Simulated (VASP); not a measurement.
Here is a VASP 6.6.1 calculation.

The input INCAR:

```
PREC     = Accurate       # precision mode
ENCUT    = 520            # plane-wave cutoff, eV
EDIFF    = 1E-7           # SCF threshold, eV
ISMEAR   = 0              # smearing method
SIGMA    = 0.2            # smearing width, eV
LREAL    = False          # projectors in reciprocal space
LASPH    = True           # aspherical terms in the spheres
NELM     = 100            # most SCF steps
ALGO     = Normal         # electronic algorithm
ISIF     = 2              # what is computed and relaxed
LWAVE    = False          # write WAVECAR
LCHARG   = False          # write CHGCAR
GGA      = PE             # functional
NBANDS   = 32             # bands
```

KPOINTS

```
regular mesh
0
Gamma
  8 4 4
```

File POSCAR:

```
Al2P3
1.0
    0.0000000000      0.0000000000      3.0009840798
    7.1632654749      0.0000000000      0.0000000000
    0.0000000000      7.1632654749      0.0000000000
Al P
4 6
Direct
    0.0000000000      0.8472818808      0.3472818808
    0.0000000000      0.6527181192      0.8472818808
    0.0000000000      0.1527181192      0.6527181192
    0.0000000000      0.3472818808      0.1527181192
    0.0000000000      0.5000000000      0.5000000000
    0.0000000000      0.0000000000      0.0000000000
    0.5000000000      0.6453256525      0.1453256525
    0.5000000000      0.8546743475      0.6453256525
    0.5000000000      0.3546743475      0.8546743475
    0.5000000000      0.1453256525      0.3546743475
```

Potentials or basis: VASP PAW PBE potentials, release 64 (Al, P).

Command:

```sh
$ cat potpaw_PBE.64/Al/POTCAR potpaw_PBE.64/P/POTCAR > POTCAR
$ mpirun -np 1 vasp_std > vasp.out
```

Question: What does it give for the pressure?

Answer: 0.0 GPa.

Question: Predict the largest force.

Answer: 0.059 eV/Å.

Forces in eV/Å, atoms in the order of the input:
```
Al  -0.019 -0.019  0.000
Al   0.019 -0.019  0.000
Al   0.019  0.019  0.000
Al  -0.019  0.019  0.000
P    0.000  0.000  0.000
P    0.000  0.000  0.000
P    0.042  0.042  0.000
P   -0.042  0.042  0.000
P   -0.042 -0.042  0.000
P    0.042 -0.042  0.000
```
